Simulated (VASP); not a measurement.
# Mg7Te in VASP: notebook

The runs below take Mg7Te through relaxation of cell and atoms, single point, with PBE.

All numbers are computed with VASP 6.6.1; they aren't measurements. Logs are shortened: lines on timing, memory, paths and dates and some standing lists are left out, and cuts for length are marked.

## Step 1: The cell of the first run

It takes space group P-6m2 (No. 187, hexagonal). The conventional cell has a = 5.930 Å, b = 5.930 Å, c = 4.810 Å, α = 90.00°, β = 90.00°, γ = 120.00°. Within 3.9 Å of Mg (site symmetry mm2) lie 10 Mg at 2.95 to 2.96 Å and 2 Te at 2.96 Å. Mg (site symmetry mm2) has 10 Mg at 2.95 to 2.97 Å and 2 Te at 2.95 Å within 3.9 Å. Mg (site symmetry -6m2) has 12 Mg at 2.95 to 2.97 Å within 3.9 Å. Within 3.9 Å of Te (site symmetry -6m2) lie 12 Mg at 2.95 to 2.96 Å.

## Step 2: Relaxation of cell and atoms, PBE

The input, INCAR:

```
PREC = Accurate ; ENCUT = 600
EDIFF = 1E-6 ; ISMEAR = 0
SIGMA = 0.2 ; LREAL = F
LASPH = T ; NELM = 80
ALGO = Normal ; ISIF = 3
LWAVE = F ; LCHARG = F
GGA = PE ; IBRION = 2
NSW = 36 ; EDIFFG = -0.08
```

The input, KPOINTS:

```
regular mesh
0
Gamma
  3 3 4
```

The input, POSCAR:

```
Mg7Te
1.0
    5.9300000000      0.0000000000      0.0000000000
   -2.9650000000      5.1355306400      0.0000000000
    0.0000000000      0.0000000000      4.8100000000
Mg Te
7 1
Direct
    0.5000000000      0.0000000000      0.0000000000
    0.6666000000      0.8333000000      0.5000000000
    0.6666666700      0.3333333300      0.5000000000
    0.0000000000      0.5000000000      0.0000000000
    0.1667000000      0.8333000000      0.5000000000
    0.1667000000      0.3334000000      0.5000000000
    0.5000000000      0.5000000000      0.0000000000
    0.0000000000      0.0000000000      0.0000000000
```

Potentials or basis: VASP PAW PBE potentials, release 64 (Mg, Te).

Launch:

```sh
$ cat potpaw_PBE.64/Mg/POTCAR potpaw_PBE.64/Te/POTCAR > POTCAR
$ mpirun -np 1 vasp_std > vasp.out
```

OUTCAR:

```text
PREC = Accurate
   ENCUT = 600
   EDIFF = 1E-6
   ISMEAR = 0
   LREAL = F
   LASPH = T
   NELM = 80
   ISIF = 3
   GGA = PE
   IBRION = 2
   NSW = 36
   EDIFFG = -0.08

 ion  position               nearest neighbor table
   1  0.500  0.000  0.000-   2 2.95   5 2.95   2 2.95   5 2.95   3 2.95   3 2.95   7 2.96   4 2.96
                             7 2.96   4 2.96   8 2.96   8 2.96
   2  0.667  0.833  0.500-   7 2.95   7 2.95   1 2.95   1 2.95   8 2.95   8 2.95   6 2.96   5 2.96
                             3 2.96   3 2.97   6 2.97   5 2.97
   3  0.667  0.333  0.500-   1 2.95   1 2.95   4 2.95   4 2.95   7 2.95   7 2.95   2 2.96   6 2.96
                             5 2.97   5 2.97   2 2.97   6 2.97
   4  0.000  0.500  0.000-   5 2.95   5 2.95   6 2.95   6 2.95   3 2.95   3 2.95   8 2.96   1 2.96
                             8 2.96   1 2.96   7 2.96   7 2.96
   5  0.167  0.833  0.500-   4 2.95   4 2.95   1 2.95   1 2.95   8 2.95   8 2.95   6 2.96   2 2.96
                             3 2.97   3 2.97   6 2.97   2 2.97
   6  0.167  0.333  0.500-   4 2.95   7 2.95   4 2.95   7 2.95   8 2.95   8 2.95   5 2.96   2 2.96
                             3 2.96   3 2.97   5 2.97   2 2.97
   7  0.500  0.500  0.000-   2 2.95   2 2.95   6 2.95   6 2.95   3 2.95   3 2.95   8 2.96   1 2.96
                             1 2.96   8 2.96   4 2.96   4 2.96
   8  0.000  0.000  0.000-   6 2.95   6 2.95   2 2.95   2 2.95   5 2.95   5 2.95   7 2.96   4 2.96
                             4 2.96   7 2.96   1 2.96   1 2.96

  LATTYP: Found a hexagonal cell.
 ALAT       =     5.9300000000
 C/A-ratio  =     0.8111298482

  Lattice vectors:

 A1 = (   5.9300000000,   0.0000000000,   0.0000000000)
 A2 = (  -2.9650000000,   5.1355306400,   0.0000000000)
 A3 = (   0.0000000000,   0.0000000000,   4.8100000000)

Analysis of symmetry for initial positions (statically):
=====================================================================
 Subroutine PRICEL returns:
 Original cell was already a primitive cell.

 Routine SETGRP: Setting up the symmetry group for a
 hexagonal supercell.

 Subroutine GETGRP returns: Found 12 space group operations
 (whereof 12 operations were pure point group operations)
 out of a pool of 24 trial point group operations.

The static configuration has the point symmetry D_3h.

Analysis of symmetry for dynamics (positions and initial velocities):
=====================================================================
 Subroutine PRICEL returns:
 Original cell was already a primitive cell.

 Routine SETGRP: Setting up the symmetry group for a
 hexagonal supercell.

 Subroutine GETGRP returns: Found 12 space group operations
 (whereof 12 operations were pure point group operations)
 out of a pool of 24 trial point group operations.

The dynamic configuration has the point symmetry D_3h.

 Subroutine INISYM returns: Found 12 space group operations
 (whereof 12 operations are pure point group operations),
 and found     1 'primitive' translations

----------------------------------------------------------------------------------------

                                     Primitive cell

  volume of cell :     146.4823

  direct lattice vectors                    reciprocal lattice vectors
     5.930000000  0.000000000  0.000000000     0.168634064  0.097360922  0.000000000
    -2.965000000  5.135530640  0.000000000     0.000000000  0.194721845  0.000000000
     0.000000000  0.000000000  4.810000000     0.000000000  0.000000000  0.207900208

  length of vectors
     5.930000000  5.929999996  4.810000000     0.194721845  0.194721845  0.207900208

  position of ions in fractional coordinates (direct lattice)
     0.500000000  0.000000000  0.000000000
     0.666600000  0.833300000  0.500000000
     0.666666670  0.333333330  0.500000000
     0.000000000  0.500000000  0.000000000
     0.166700000  0.833300000  0.500000000
     0.166700000  0.333400000  0.500000000
     0.500000000  0.500000000  0.000000000
     0.000000000  0.000000000  0.000000000

  ion indices of the primitive-cell ions
   primitive index   ion index
                 1           1
                 2           2
                 3           3
                 4           4
                 5           5
                 6           6
                 7           7
                 8           8

----------------------------------------------------------------------------------------

 KPOINTS: regular mesh

Automatic generation of k-mesh.
 Grid dimensions read from file:
 generate k-points for:    3    3    4

 Generating k-lattice:

  Cartesian coordinates                     Fractional coordinates (reciprocal lattice)
     0.056211355  0.032453641  0.000000000     0.333333333 -0.000000000  0.000000000
     0.000000000  0.064907282  0.000000000     0.000000000  0.333333333  0.000000000
     0.000000000  0.000000000  0.051975052     0.000000000  0.000000000  0.250000000

  Length of vectors
     0.064907282  0.064907282  0.051975052

  Shift w.r.t. Gamma in fractional coordinates (k-lattice)
     0.000000000  0.000000000  0.000000000

 Subroutine IBZKPT returns following result:
 ===========================================

 Found      9 irreducible k-points:

 Following reciprocal coordinates:
            Coordinates               Weight
  0.000000  0.000000  0.000000      1.000000
  0.333333 -0.000000  0.000000      6.000000
  0.333333  0.333333  0.000000      2.000000
  0.000000  0.000000  0.250000      2.000000
  0.333333 -0.000000  0.250000     12.000000
  0.333333  0.333333  0.250000      4.000000
  0.000000  0.000000  0.500000      1.000000
  0.333333 -0.000000  0.500000      6.000000
  0.333333  0.333333  0.500000      2.000000
   k-points           NKPTS =      9   k-points in BZ     NKDIM =      9   number of bands    NBANDS=     15
   number of dos      NEDOS =    301   number of ions     NIONS =      8
   total plane-waves  NPLWV =  92160
   dimension x,y,z NGX =    48 NGY =   48 NGZ =   40
   dimension x,y,z NGXF=    96 NGYF=   96 NGZF=   80
   ions per type =               7   1
   NGX,Y,Z   is equivalent  to a cutoff of  13.46, 13.46, 13.83 a.u.
   NGXF,Y,Z  is equivalent  to a cutoff of  26.91, 26.91, 27.65 a.u.
 SYSTEM =  unknown system
   PREC   = accura    normal or accurate (medium, high low for compatibility)
   ISTART =      0    job   : 0-new  1-cont  2-samecut
   ICHARG =      2    charge: 1-file 2-atom 10-const
   ISPIN  =      1    spin polarized calculation?
   LNONCOLLINEAR =      F non collinear calculations
   LSORBIT =      F    spin-orbit coupling
   LASPH  =      T    aspherical Exc in radial PAW
   ENCUT  =  600.0 eV  44.10 Ry    6.64 a.u.  11.84 11.84  9.61*2*pi/ulx,y,z
   NELM   =     80;   NELMIN=  2; NELMDL= -5     # of ELM steps
   EDIFF  = 0.1E-05   stopping-criterion for ELM
   LREAL  =      F    real-space projection
   EDIFFG = -.8E-01   stopping-criterion for IOM
   NSW    =     36    number of steps for IOM
   IBRION =      2    ionic relax: 0-MD 1-quasi-New 2-CG
   NFREE  =      1    steps in history (QN), initial steepest desc. (CG)
   ISIF   =      3    stress and relaxation
   ISYM   =      2    0-nonsym 1-usesym 2-fastsym
   POTIM  = 0.5000    time-step for ionic-motion
   TEBEG  =    0.0;   TEEND  =   0.0 temperature during run
   PSTRESS=    0.0 pullay stress
   NELECT =      20.0000    total number of electrons
   NUPDOWN=      -1.0000    fix difference up-down
   EMIN   =  10.00;   EMAX   =-10.00  energy-range for DOS
   EFERMI =   0.00;   METHOD = LEGACY
   ISMEAR =     0;   SIGMA  =   0.20  broadening in eV -4-tet -1-fermi 0-gaus
   EFERMI_NEDOS =   21; number of points for ismear=-14 and -15
   IALGO  =     38    algorithm
   IMIX   =      4    mixing-type and parameters
     AMIX     =   0.40;   BMIX     =  1.00
     AMIX_MAG =   1.60;   BMIX_MAG =  1.00
  volume/ion in A,a.u.               =      18.31       123.56
  Fermi-wavevector in a.u.,A,eV,Ry     =   0.842991  1.593023  9.668769  0.710634
  Thomas-Fermi vector in A             =   1.957787
   LORBIT       =      0    0 simple, 1 ext, 2 COOP (PROOUT), +10 PAW based schemes
   GGA     = PE    functional components
   LHFCALC =     F    Hartree Fock is set to
   AEXX    =    0.0000 exact exchange contribution
   IVDW    =     0    specifies the selected vdW correction
   LEPSILON=     F    determine dielectric tensor
   LRPA    =     F    only Hartree local field effects (RPA)
 conjugate gradient relaxation of ions
 non-spin polarized calculation
 Gauss-broadening in eV      SIGMA  =   0.20
  energy-cutoff  :      600.00
  volume of cell :      146.48
 maximum number of plane-waves:      4945
 NGX is ok and might be reduce to    48
   NGX = 23   NGY = 23   NGZ = 19

--------------------------------------- Ionic step        1  -------------------------------------------

 number of electron      20.0000000 magnetization

 Free energy of the ion-electron system (eV)
  ---------------------------------------------------
  ext. energy  EPLUGINS =         0.00000000
  ---------------------------------------------------
  free energy    TOTEN  =       -12.72375933 eV

  energy without entropy =      -12.63822234  energy(sigma->0) =      -12.68099084

 E-fermi :   5.5666     XC(G=0):  -9.6009

 val. band max:        5.4966920067   @ k =   0.3333  -0.0000   0.2500
 cond. band min:       5.6378462109   @ k =   0.3333  -0.0000   0.2500
 fundamental gap:      0.1411542042
 Fermi energy:         5.5666328173

 k-point     1 :       0.0000    0.0000    0.0000
  band No.  band energies     occupation
      1      -7.6555      2.00000
      2      -0.8387      2.00000
      3      -0.0057      2.00000
      4      -0.0057      2.00000
      5       0.6795      2.00000
      6       2.8297      2.00000
      7       2.8297      2.00000
      8       2.8508      2.00000
      9       3.3948      2.00000
     10       5.4460      1.60652
     11       7.2265      0.00000
     12       7.4593      0.00000
     13       7.4593      0.00000
     14       7.7437      0.00000
[... 262 lines left out ...]
  FREE ENERGIE OF THE ION-ELECTRON SYSTEM (eV)
  ---------------------------------------------------
  free  energy   TOTEN  =       -14.4048578677 eV

  energy  without entropy=      -14.3158413379  energy(sigma->0) =      -14.36034960

[... ionic steps 4 to 7 ...]

--------------------------------------- Ionic step        8  -------------------------------------------

 number of electron      19.9999999 magnetization

------------------------ aborting loop because EDIFF is reached ----------------------------------------
[... 79 lines left out ...]
--------------------------------------- Ionic step       10  -------------------------------------------

 number of electron      19.9999999 magnetization

 Free energy of the ion-electron system (eV)
  ---------------------------------------------------
  ext. energy  EPLUGINS =         0.00000000
  ---------------------------------------------------
  free energy    TOTEN  =       -14.53136705 eV

  energy without entropy =      -14.50892847  energy(sigma->0) =      -14.52014776

 E-fermi :   3.5899     XC(G=0):  -8.6895

 val. band max:        3.4587837620   @ k =   0.0000   0.0000   0.0000
 cond. band min:       3.5986176306   @ k =   0.0000   0.0000   0.2500
 fundamental gap:      0.1398338686
 Fermi energy:         3.5899496583

 k-point     1 :       0.0000    0.0000    0.0000
  band No.  band energies     occupation
      1      -8.2827      2.00000
      2      -2.1115      2.00000
      3      -0.7053      2.00000
      4      -0.7053      2.00000
      5      -0.3212      2.00000
      6       1.3601      2.00000
      7       1.5994      2.00000
      8       1.5994      2.00000
      9       1.6270      2.00000
     10       3.4588      1.64632
     11       4.3481      0.00000
     12       4.7099      0.00000
     13       4.7099      0.00000
     14       5.8174      0.00000
[... 178 lines left out ...]
  FREE ENERGIE OF THE ION-ELECTRON SYSTEM (eV)
  ---------------------------------------------------
  free  energy   TOTEN  =       -14.5313670477 eV

  energy  without entropy=      -14.5089284715  energy(sigma->0) =      -14.52014776

 reached required accuracy - stopping structural energy minimisation
```

It took 4.9 min on 1 thread of Intel Xeon 8259CL, shared host; peak memory 0.31 GiB.

Results:

| Property | Result |
| --- | --- |
| Free energy | -14.5314 eV |
| Relaxed volume | 23.77 Å³/atom |
| Relaxed cell | a = 6.267 Å, b = 6.267 Å, c = 5.591 Å, α = 90.00°, β = 90.00°, γ = 120.00° |
| Space group after relaxing (to 0.1 Å) | P-6m2 (No. 187) |
| Energy gained by relaxing | 226.0 meV/atom |
| Ionic steps | 10 |
| Pressure after relaxing | -0.1 GPa |
| Largest force after relaxing | 0.035 eV/Å |
| Band gap on the k mesh | zero (bands 10 and 11 overlap by 1.19 eV) |

Forces in eV/Å, atoms in the order of the input:
```
Mg   0.000 -0.007  0.000
Mg   0.031  0.018  0.000
Mg   0.000  0.000  0.000
Mg   0.006  0.004  0.000
Mg  -0.031  0.018  0.000
Mg   0.000 -0.035  0.000
Mg  -0.006  0.004  0.000
Te   0.000  0.000  0.000
```

Stress tensor (GPa, compression positive):
```
-0.03  0.00  0.00
 0.00 -0.03  0.00
 0.00  0.00 -0.31
```

Step by step:
```
step  energy change (eV)  largest force (eV/Å)  pressure (GPa)  volume (Å³)
   1              0.0000                0.4565           15.43       146.48
   2             -1.6791                0.0552            0.25       187.13
   3             -1.6811                0.0531           -0.19       189.33
   4             -1.6810                0.0537            0.00       188.40
   5             -1.7343                0.0372           -0.01       188.60
   6             -1.7960                0.1805            0.20       188.83
   7             -1.8010                0.1543            0.08       188.83
   8             -1.8016                0.1617            0.11       188.83
   9             -1.8062                0.0970           -0.01       189.50
  10             -1.8076                0.0355           -0.12       190.14
```

Final structure:
```xyz
8
Lattice="6.2665 0.0000 0.0000 -3.1333 5.4270 0.0000 0.0000 0.0000 5.5910" Properties=species:S:1:pos:R:3 pbc="T T T"
Mg    3.1333    0.0127    0.0000
Mg    1.5575    4.5172    2.7955
Mg    3.1333    1.8090    2.7955
Mg    4.6889    2.7071    0.0000
Mg   -1.5575    4.5172    2.7955
Mg    0.0000    1.8195    2.7955
Mg    1.5776    2.7071    0.0000
Te    0.0000    0.0000    0.0000
```

Caveat: the k points lie up to 0.39 Å⁻¹ apart in the final cell, too coarse for converged energies and pressures of a metal; the volume moved by over 15 % at a fixed basis, so the end points are rough; spin-orbit coupling is left out, which moves the levels of the heavy elements; the relaxation stopped at a loose force limit of 0.08 eV/Å, so its end isn't a converged minimum.

## Step 3: Single point, PBE

This run uses another cell than the first one, of 23.57 Å³/atom.

The input, INCAR:

```
PREC = Accurate
ENCUT = 520
EDIFF = 1E-6
ISMEAR = 0
SIGMA = 0.1
LREAL = F
LASPH = T
NELM = 60
ALGO = Fast
ISIF = 2
LWAVE = F
LCHARG = F
GGA = PE
NBANDS = 20
```

The input, KPOINTS:

```
Automatic mesh
0
Gamma
  6 6 6
```

The input, POSCAR:

```
Mg7Te
1.0
    6.3605818644      0.0000000000      0.0000000000
   -3.1802909322      5.5084254775      0.0000000000
    0.0000000000      0.0000000000      5.3814700711
Mg Te
7 1
Direct
    0.5013922823      0.0027845646      0.0000000000
    0.6596731137      0.8298365569      0.5000000000
    0.6666666667      0.3333333333      0.5000000000
    0.9972154354      0.4986077177      0.0000000000
    0.1701634431      0.8298365569      0.5000000000
    0.1701634431      0.3403268863      0.5000000000
    0.5013922823      0.4986077177      0.0000000000
    0.0000000000      0.0000000000      0.0000000000
```

Potentials or basis: VASP PAW PBE potentials, release 64 (Mg, Te).

Launch:

```sh
$ cat potpaw_PBE.64/Mg/POTCAR potpaw_PBE.64/Te/POTCAR > POTCAR
$ mpirun -np 1 vasp_std > vasp.out
```

Wall time 2.4 min (1 thread of Intel Xeon 8259CL, shared host); peak memory 0.35 GiB.

It converged, with:

* Free energy: -14.3352 eV
* Pressure: -0.1 GPa
* Largest force: 0.004 eV/Å
* Band gap on the k mesh: zero (bands 10 and 11 overlap by 1.50 eV)

Forces in eV/Å, atoms in the order of the input:
```
Mg   0.000 -0.003  0.000
Mg  -0.003 -0.002  0.000
Mg   0.000  0.000  0.000
Mg   0.003  0.002  0.000
Mg   0.003 -0.002  0.000
Mg   0.000  0.004  0.000
Mg  -0.003  0.002  0.000
Te   0.000  0.000  0.000
```

Levels at points of the mesh, in eV from the Fermi level:
```
           k point  band 7  band 8  band 9  band 10  band 11  band 12  band 13  band 14
(0.00, 0.00, 0.00)   -2.26   -2.22   -2.05    -0.19     0.91     1.22     1.22     2.14
(0.50, 0.00, 0.00)   -2.20   -1.00   -0.95     0.00     0.49     0.51     0.97     1.01
(0.00, 0.00, 0.50)   -1.26   -1.23   -1.23    -0.83    -0.83    -0.74    -0.74    -0.65
(0.50, 0.00, 0.50)   -2.75   -2.18   -0.95     0.67     1.04     1.27     1.82     2.12
```

Caveat: spin-orbit coupling is left out, which moves the levels of the heavy elements.

(Continued in part 2 of 2.)

The gap in the log of VASP goes by the Fermi energy; the results here count the filled bands.